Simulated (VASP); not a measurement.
Runs of VASP 6.6.1 on Tl. The structure is that of space group Im-3m (No. 229), or close to it. The cells are those of the table. This isn't the form of Tl at room conditions, which is hcp.

```csv
cell,k mesh,gap on the mesh (eV),pressure (GPa)
"a = 3.327 Å, angles 110.0°, 1 atom",15 × 15 × 15,none,4.6
"a = 3.362, b = 3.452, c = 3.452 Å, angles 110.0, 108.9, 108.9°, 1 atom",15 × 15 × 15,none,0.3
"a = 3.370 Å, angles 109.9, 109.9, 108.7°, 1 atom",14 × 14 × 14,none,1.9
"a = 3.416 Å, angles 109.5°, 1 atom",16 × 16 × 16,none,(a)
"a = 3.362 Å, angles 109.5°, 1 atom",14 × 14 × 14,none,(b)
"a = 3.506 Å, angles 109.5°, 1 atom",16 × 16 × 16,none,-1.3
```

Alike in all rows: task single point; level PBE; potentials or basis VASP PAW PBE potentials, release 64 (Tl_d); no spin polarisation; cutoff (eV) 520; smearing gaussian 0.1 eV.

Question: Estimate the missing entries.

Answer: (a) 0.6; (b) 2.2.

Caveats: spin-orbit coupling is left out, which moves the levels of the heavy elements; the cell stands under pressure (at least some runs).

A k mesh can miss the band edges, and the runs leave out spin-orbit coupling on Tl.

A gap of «none» marks levels without a gap at the run's occupations.
